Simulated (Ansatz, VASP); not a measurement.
## NiSb: VASP beside Ansatz

```xyz
4
Lattice="3.9280 0.0000 0.0000 -1.9640 3.4017 0.0000 0.0000 0.0000 5.2224" Properties=species:S:1:pos:R:3 pbc="T T T"
Sb    1.9640    1.1339    3.9168
Sb    0.0000    2.2678    1.3056
Ni    0.0000    0.0000    2.6112
Ni    0.0000    0.0000    0.0000
```

Alike in both runs: task single point; functional PBEsol; k mesh 7 × 7 × 5; occupations fermi-dirac, width 0.05 eV; collinear spin.

|  | VASP | Ansatz |
| --- | --- | --- |
| version | VASP 6.6.1 | Ansatz 0.2.0 |
| potentials or method | VASP PAW PBE potentials, release 64 (Sb, Ni) | Ansatz PAW |
| plane-wave cutoff (eV) | 520 | 420 |
| valence electrons in the cell | 30 | 66 |

VASP gave:

```
gap on the k mesh at the Fermi level (eV)                     : none
pressure (GPa)                                                : -4.1
traceless stress, the component that is largest in VASP (GPa) : -1.74
net moment per atom (μB)                                      : 0.00
```

Task: Estimate Ansatz's values.

Result: gap on the k mesh at the Fermi level (eV): none; pressure (GPa): -4.2; traceless stress, the component that is largest in VASP (GPa): -1.81; net moment per atom (μB): 0.00.

VASP's potentials were made for PBE, not for PBEsol. A gap of «none» marks a metal or a gap that the smearing closes. VASP's potentials hold 30 valence electrons a cell and Ansatz's 66, so a difference there can come from the potentials and not from the codes.

Neither program's run includes spin-orbit coupling.
